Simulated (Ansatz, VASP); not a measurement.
**ZnAu in VASP and in Ansatz**

The input POSCAR:

```
ZnAu
1.0
    3.1470000000      0.0000000000      0.0000000000
    0.0000000000      3.1470000000      0.0000000000
    0.0000000000      0.0000000000      3.1470000000
Zn Au
1 1
Direct
    0.5000000000      0.5000000000      0.5000000000
    0.0000000000      0.0000000000      0.0000000000
```

Contents of INCAR.step1:

```
  PREC = Accurate
  ENCUT = 600
  ISMEAR = 0
  SIGMA = 0.1
  LREAL = False
  LASPH = True
  NELM = 100
  GGA = PE
  ALGO = Normal
  EDIFF = 1E-4
  LWAVE = True
  LCHARG = False
```

Contents of INCAR.step2:

```
  PREC = Accurate
  ENCUT = 600
  EDIFF = 1E-7
  ISMEAR = 0
  SIGMA = 0.1
  LREAL = False
  LASPH = True
  NELM = 100
  ALGO = Normal
  ISIF = 3
  LWAVE = False
  LCHARG = False
  METAGGA = R2SCAN
  LMIXTAU = True
  IBRION = 2
  NSW = 100
  EDIFFG = -0.005
  ISTART = 1
```

Contents of KPOINTS:

```
Automatic mesh
0
Gamma
  14 14 14
```

Input for Ansatz:

```yaml
crystal:
  lattice:
    - [3.147, 0.0, 0.0]
    - [0.0, 3.147, 0.0]
    - [0.0, 0.0, 3.147]
  atoms:
    - { symbol: Zn, position: [0.5, 0.5, 0.5] }
    - { symbol: Au, position: [0.0, 0.0, 0.0] }
basis:
  ecutwfc: 500
kpoints:
  mp_grid: { grid: [14, 14, 14] }
hamiltonian:
  xc: r2scan
scf:
  occupations: { method: gaussian, width: 0.1 }
output:
  forces: true
  stress: true
  eigenvalues: true
relax:
  adjacent_minimum: "off"
  f_tol: 0.005
  max_steps: 80
  cell: { stress_tol: 0.05 }
```

Alike in both runs: task relaxation of cell and atoms; functional r2SCAN; k mesh 14 × 14 × 14; occupations gaussian, width 0.1 eV; no spin polarisation.

|  | VASP | Ansatz |
| --- | --- | --- |
| version | VASP 6.6.1 | Ansatz 0.2.0 |
| potentials or method | VASP PAW PBE potentials, release 64 (Zn, Au), cutoff 600 eV | scalar-relativistic, plane waves, PAW |
| valence electrons in the cell | 23 | 31 |

```tsv
	VASP	Ansatz	Ansatz less VASP
gap on the k mesh at the Fermi level, each at its own relaxed structure (eV)	none	none	-
relaxed volume (Å³/atom)	15.65	15.61	-0.041
relaxed cell length with the largest relative difference (Å)	3.151	3.148	-0.0028
```

VASP's potentials were made for PBE, not for r2SCAN. A gap of «none» marks a metal or a gap that the smearing closes. VASP's potentials hold 23 valence electrons a cell and Ansatz's 31, so a difference there can come from the potentials and not from the codes.

Neither program's run includes spin-orbit coupling.
